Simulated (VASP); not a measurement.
A run of VASP 6.6.1 is set up as follows.

File INCAR:

```
PREC     = Accurate       # precision mode
ENCUT    = 600            # plane-wave cutoff, eV
EDIFF    = 1E-6           # SCF threshold, eV
ISMEAR   = 0              # smearing method
SIGMA    = 0.01           # smearing width, eV
LREAL    = False          # projectors in reciprocal space
LASPH    = True           # aspherical terms in the spheres
NELM     = 120            # most SCF steps
ALGO     = Normal         # electronic algorithm
ISIF     = 2              # what is computed and relaxed
LWAVE    = False          # write WAVECAR
LCHARG   = True           # write CHGCAR
GGA      = PE             # functional
LELF     = True           # ELF
LVHAR    = True         
NBANDS   = 15             # bands
GGA_COMPAT= False
```

KPOINTS

```
regular mesh
0
Gamma
  5 5 4
```

The input POSCAR:

```
TaN
1.0
    2.9380000000      0.0000000000      0.0000000000
   -1.4690000000      2.5443826363      0.0000000000
    0.0000000000      0.0000000000      2.8830000000
Ta N
1 1
Direct
    0.0000000000      0.0000000000      0.5000000000
    0.6666666667      0.3333333333      0.0000000000
```

Potentials or basis: VASP PAW PBE potentials, release 64 (Ta_pv, N).

Run with:

```console
$ cat potpaw_PBE.64/Ta_pv/POTCAR potpaw_PBE.64/N/POTCAR > POTCAR
$ mpirun -np 1 vasp_std > vasp.out
```

(1) Estimate the pressure.

(2) What does it give for the band gap on the k mesh?

Results:

(1) 5.5 GPa.

(2) zero (filled and empty bands touch).

Caveat: the k points lie up to 0.54 Å⁻¹ apart; spin-orbit coupling is left out, which moves the levels of the heavy elements.
